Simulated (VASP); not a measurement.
# GaN in VASP: further runs, part 2 of 3

VASP 6.6.1. Earlier steps stand in the parts before.

### Step 3. Single point, r2SCAN (strain +0.050 along x and y, +0.050 along z)

POSCAR reads:

```
GaN
1.0
    0.0000000000      2.3661756379      2.3661756379
    2.3661756379      0.0000000000      2.3661756379
    2.3661756379      2.3661756379      0.0000000000
Ga N
1 1
Direct
    0.0000000000      0.0000000000      0.0000000000
    0.7500000000      0.7500000000      0.7500000000
```

INCAR.step1 reads:

```
SYSTEM = GaN
PREC = Accurate
ENCUT = 520
ISMEAR = 0
SIGMA = 0.05
LREAL = .False.
LASPH = .True.
NELM = 100
NBANDS = 16
GGA = PE
ALGO = Normal
EDIFF = 1E-4
LWAVE = .True.
LCHARG = .False.
```

INCAR.step2 reads:

```
SYSTEM = GaN
PREC = Accurate
ENCUT = 520
EDIFF = 1E-6
ISMEAR = 0
SIGMA = 0.05
LREAL = .False.
LASPH = .True.
NELM = 100
ALGO = Normal
ISIF = 2
LWAVE = .False.
LCHARG = .False.
METAGGA = R2SCAN
LMIXTAU = .True.
NBANDS = 16
ISTART = 1
```

KPOINTS reads:

```
Automatic mesh
0
Gamma
  10 10 10
  0 0 0
```

Potentials or basis: VASP PAW PBE potentials, release 64 (Ga_d, N).

Command:

```
$ cat potpaw_PBE.64/Ga_d/POTCAR potpaw_PBE.64/N/POTCAR > POTCAR
$ cp INCAR.step1 INCAR
$ mpirun -np 1 vasp_std > vasp.out
$ cp INCAR.step2 INCAR
$ mpirun -np 1 vasp_std > vasp.out
```

OUTCAR:

```text
SYSTEM = GaN
   PREC = Accurate
   ENCUT = 520
   EDIFF = 1E-6
   ISMEAR = 0
   LREAL = .False.
   LASPH = .True.
   NELM = 100
   ISIF = 2
   METAGGA = R2SCAN
   ISTART = 1

 ion  position               nearest neighbor table
   1  0.000  0.000  0.000-   2 2.05   2 2.05   2 2.05   2 2.05
   2  0.750  0.750  0.750-   1 2.05   1 2.05   1 2.05   1 2.05

  LATTYP: Found a face centered cubic cell.
 ALAT       =     4.7323512758

  Lattice vectors:

 A1 = (   0.0000000000,   2.3661756379,   2.3661756379)
 A2 = (   2.3661756379,   0.0000000000,   2.3661756379)
 A3 = (   2.3661756379,   2.3661756379,   0.0000000000)

Analysis of symmetry for initial positions (statically):
=====================================================================
 Subroutine PRICEL returns:
 Original cell was already a primitive cell.

 Routine SETGRP: Setting up the symmetry group for a
 face centered cubic supercell.

 Subroutine GETGRP returns: Found 24 space group operations
 (whereof 24 operations were pure point group operations)
 out of a pool of 48 trial point group operations.

The static configuration has the point symmetry T_d .

Analysis of symmetry for dynamics (positions and initial velocities):
=====================================================================
 Subroutine PRICEL returns:
 Original cell was already a primitive cell.

 Routine SETGRP: Setting up the symmetry group for a
 face centered cubic supercell.

 Subroutine GETGRP returns: Found 24 space group operations
 (whereof 24 operations were pure point group operations)
 out of a pool of 48 trial point group operations.

The dynamic configuration has the point symmetry T_d .

 Subroutine INISYM returns: Found 24 space group operations
 (whereof 24 operations are pure point group operations),
 and found     1 'primitive' translations

----------------------------------------------------------------------------------------
[... 112 lines left out ...]
     AMIX     =   0.40;   BMIX     =  1.00
     AMIX_MAG =   1.60;   BMIX_MAG =  1.00
  volume/ion in A,a.u.               =      13.25        89.40
  Fermi-wavevector in a.u.,A,eV,Ry     =   1.439159  2.719616 28.180084  2.071178
  Thomas-Fermi vector in A             =   2.558045
   LORBIT       =      0    0 simple, 1 ext, 2 COOP (PROOUT), +10 PAW based schemes
   METAGGA = R2SCAN    functional components
   LHFCALC =     F    Hartree Fock is set to
   AEXX    =    0.0000 exact exchange contribution
   IVDW    =     0    specifies the selected vdW correction
   LEPSILON=     F    determine dielectric tensor
   LRPA    =     F    only Hartree local field effects (RPA)
 non-spin polarized calculation
 Gauss-broadening in eV      SIGMA  =   0.05
  energy-cutoff  :      520.00
  volume of cell :       26.50
 maximum number of plane-waves:       728
 NGX is ok and might be reduce to    28
   NGX = 13   NGY = 13   NGZ = 13

 number of electron      18.0000006 magnetization

 Free energy of the ion-electron system (eV)
  ---------------------------------------------------
  ext. energy  EPLUGINS =         0.00000000
  ---------------------------------------------------
  free energy    TOTEN  =       -21.63081401 eV

  energy without entropy =      -21.63081401  energy(sigma->0) =      -21.63081401

 E-fermi :   3.8810     XC(G=0): -11.7981

 val. band max:        3.5500106805   @ k =   0.0000   0.0000   0.0000
 cond. band min:       4.6986715460   @ k =   0.0000   0.0000   0.0000
 fundamental gap:      1.1486608655
 Fermi energy:         3.8810231388

 k-point     1 :       0.0000    0.0000    0.0000
  band No.  band energies     occupation
      1     -12.0345      2.00000
      2     -10.2606      2.00000
      3     -10.2606      2.00000
      4     -10.2606      2.00000
      5     -10.0395      2.00000
      6     -10.0395      2.00000
[... 433 lines left out ...]
      3     -10.1114      2.00000
      4     -10.1071      2.00000
      5      -9.9991      2.00000
      6      -9.0618      2.00000
[... 8 lines left out ...]
     15      24.4770      0.00000
     16      25.2729      0.00000

 [... further k-points ...]

------------------------ aborting loop because EDIFF is reached ----------------------------------------

  FORCE on cell =-STRESS in cart. coord.  units (eV):
  Direction    XX          YY          ZZ          XY          YZ          ZX
  --------------------------------------------------------------------------------------
  -------------------------------------------------------------------------------------
  Total       -3.4365271     -3.4365271     -3.4365271     -0.0000000     -0.0000000      0.0000000
  in kB     -207.8066423   -207.8066423   -207.8066423     -0.0000000     -0.0000000      0.0000000
  external PRESSURE =    -207.8066423 kB  Pullay stress =       0.0000000 kB

 VOLUME and BASIS-vectors are now :
 -----------------------------------------------------------------------------
  energy-cutoff  :      520.00
  volume of cell :       26.50
      direct lattice vectors                 reciprocal lattice vectors
     0.000000000  2.366175638  2.366175638    -0.211311448  0.211311448  0.211311448
     2.366175638  0.000000000  2.366175638     0.211311448 -0.211311448  0.211311448
     2.366175638  2.366175638  0.000000000     0.211311448  0.211311448 -0.211311448

 POSITION                                       TOTAL-FORCE (eV/Angst)
 -----------------------------------------------------------------------------------
      0.00000      0.00000      0.00000        -0.000000     -0.000000     -0.000000
      3.54926      3.54926      3.54926         0.000000      0.000000      0.000000
 -----------------------------------------------------------------------------------
    total drift:                               -0.000027     -0.000027     -0.000027

  FREE ENERGIE OF THE ION-ELECTRON SYSTEM (eV)
  ---------------------------------------------------
  free  energy   TOTEN  =       -21.6308140114 eV

  energy  without entropy=      -21.6308140114  energy(sigma->0) =      -21.63081401
```

OSZICAR.step1:

```text
N       E                     dE             d eps       ncg     rms          rms(c)
DAV:   1     0.887389474162E+02    0.88739E+02   -0.95670E+03  1664   0.192E+03
DAV:   2    -0.665580231897E+01   -0.95395E+02   -0.88249E+02  1696   0.333E+02
DAV:   3    -0.136990803816E+02   -0.70433E+01   -0.70078E+01  1776   0.747E+01
DAV:   4    -0.137932227402E+02   -0.94142E-01   -0.94133E-01  1880   0.961E+00
DAV:   5    -0.137945951036E+02   -0.13724E-02   -0.13724E-02  1832   0.103E+00    0.726E+00
DAV:   6    -0.120201852267E+02    0.17744E+01   -0.51422E+00  2256   0.359E+01    0.278E+00
DAV:   7    -0.120047567594E+02    0.15428E-01   -0.27885E-01  1624   0.727E+00    0.173E+00
DAV:   8    -0.120019649204E+02    0.27918E-02   -0.96804E-02  1632   0.308E+00    0.104E+00
DAV:   9    -0.119956989662E+02    0.62660E-02   -0.11679E-02  1888   0.194E+00    0.407E-01
DAV:  10    -0.119960880705E+02   -0.38910E-03   -0.19306E-03  1600   0.337E-01    0.273E-01
DAV:  11    -0.119960360848E+02    0.51986E-04   -0.21710E-04  1504   0.326E-01
   1 F= -.11996036E+02 E0= -.11996036E+02  d E =-.352668E-12
```

Wall time 2.8 min (1 thread of Intel Xeon 8259CL, shared host); peak memory 0.17 GiB.

Results:

```
Free energy            : -21.6308 eV
Pressure               : -20.8 GPa
Band gap on the k mesh : 1.15 eV
```

Levels at points of the mesh, in eV from the valence-band top:
```
           k point  band 7  band 8  band 9  band 10  band 11  band 12
(0.00, 0.00, 0.00)    0.00    0.00    0.00     1.15    10.05    10.05
(0.50, 0.00, 0.00)   -6.27   -0.83   -0.83     4.14     8.64    10.20
(0.50, 0.50, 0.00)   -5.64   -2.31   -2.31     3.69     6.30    11.54
```

Caveat: the cell differs from its parent crystal (strain +0.050 along x and y, +0.050 along z); the cell stands under tension; the PAW data sets were made with another functional, which shifts forces and pressure a little.

### Step 4. Single point, r2SCAN (strain -0.050 along x and y, +0.000 along z)

POSCAR reads:

```
GaN
1.0
    0.0000000000      2.1408255771      2.2535006075
    2.1408255771      0.0000000000      2.2535006075
    2.1408255771      2.1408255771      0.0000000000
Ga N
1 1
Direct
    0.0000000000      0.0000000000      0.0000000000
    0.7500000000      0.7500000000      0.7500000000
```

INCAR.step1 reads:

```
SYSTEM = GaN
PREC = Accurate ; ENCUT = 520
ISMEAR = 0 ; SIGMA = 0.05
LREAL = .False. ; LASPH = .True.
NELM = 60 ; NBANDS = 16
GGA = PE ; ALGO = Normal
EDIFF = 1E-4 ; LWAVE = .True.
LCHARG = .False.
```

INCAR.step2 reads:

```
SYSTEM = GaN
PREC = Accurate ; ENCUT = 520
EDIFF = 1E-7 ; ISMEAR = 0
SIGMA = 0.05 ; LREAL = .False.
LASPH = .True. ; NELM = 60
ALGO = Normal ; ISIF = 2
LWAVE = .False. ; LCHARG = .True.
METAGGA = R2SCAN ; LMIXTAU = .True.
LELF = .True. ; LVHAR = .True.
NBANDS = 16 ; ISTART = 1
```

KPOINTS reads:

```
regular mesh
0
Gamma
  10 10 10
  0 0 0
```

Command:

```
$ cat potpaw_PBE.64/Ga_d/POTCAR potpaw_PBE.64/N/POTCAR > POTCAR
$ cp INCAR.step1 INCAR
$ mpirun -np 1 vasp_std > vasp.out
$ cp INCAR.step2 INCAR
$ mpirun -np 1 vasp_std > vasp.out
```

It took 3.2 min on 1 thread of Intel Xeon 8259CL, shared host; peak memory 0.17 GiB.

Results (log left out):

```
Free energy            : -21.7238 eV
Pressure               : 24.4 GPa
Band gap on the k mesh : 2.70 eV
```

Stress tensor (GPa, compression positive):
```
26.74  0.00  0.00
 0.00 26.74  0.00
 0.00  0.00 19.85
```

Levels at points of the mesh, in eV from the valence-band top:
```
           k point  band 7  band 8  band 9  band 10  band 11  band 12
(0.00, 0.00, 0.00)   -0.28    0.00    0.00     2.70    11.56    11.56
(0.50, 0.00, 0.00)   -7.97   -1.45   -1.01     5.72     9.91    11.15
(0.50, 0.50, 0.00)   -7.17   -2.97   -2.97     4.01     8.39    12.75
(0.50, 0.00, 0.50)   -6.55   -3.42   -3.37     3.59     7.46    13.61
```

Caveat: the cell differs from its parent crystal (strain -0.050 along x and y, +0.000 along z); the stress differs along the axes, from 20 to 27 GPa; the PAW data sets were made with another functional, which shifts forces and pressure a little.

(Continued in part 3 of 3.)
